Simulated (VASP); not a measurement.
## SnO: single point with r2SCAN

SnO, a slab with vacuum:

```
CELL_PARAMETERS angstrom
3.80803 0.00000 0.00000
0.00000 4.93413 0.00000
0.00000 0.00000 22.61605
ATOMIC_POSITIONS crystal
Sn 0.50000 0.77705 0.33483
Sn 0.00000 0.23052 0.41304
Sn 0.50000 0.77024 0.50000
Sn 0.00000 0.23052 0.58696
Sn 0.50000 0.77705 0.66517
O 0.00000 0.99093 0.33486
O 0.50000 0.99672 0.41648
O 0.00000 0.00686 0.50000
O 0.50000 0.99672 0.58352
O 0.00000 0.99093 0.66514
```

```json
{"Program": "VASP 6.6.1", "Task": "single point", "Functional": "r2SCAN", "Potentials or basis": "VASP PAW PBE potentials, release 64 (Sn_d, O)", "Cutoff": "520 eV", "k mesh": "9 × 7 × 1", "Occupations": "gaussian, width 0.05 eV", "Spin": "no spin polarisation"}
```

The largest force is 0.164 eV/Å. The band gap on the k mesh is 0.85 eV (least direct gap 2.09 eV).

Forces on the atoms (eV/Å):
```
Sn   0.000 -0.105 -0.080
Sn   0.000  0.153  0.033
Sn   0.000 -0.164  0.000
Sn   0.000  0.153 -0.033
Sn   0.000 -0.105  0.080
O    0.000  0.009 -0.046
O    0.000  0.016  0.001
O    0.000  0.019  0.000
O    0.000  0.016 -0.001
O    0.000  0.009  0.046
```

Levels at points of the mesh, in eV from the valence-band top:
| k point | band 48 | band 49 | band 50 | band 51 | band 52 | band 53 |
| --- | --- | --- | --- | --- | --- | --- |
| (0.00, 0.00, 0.00) | -2.44 | -1.07 | -0.04 | 2.09 | 2.40 | 3.61 |

It took 92 min on 1 thread of Oxide Virtual Turin-like Processor, with other jobs on the host, peak memory 0.68 GiB.

Caveat: the PAW data sets were made with another functional, which shifts forces and pressure a little; spin-orbit coupling is left out, which moves the levels of the heavy elements.
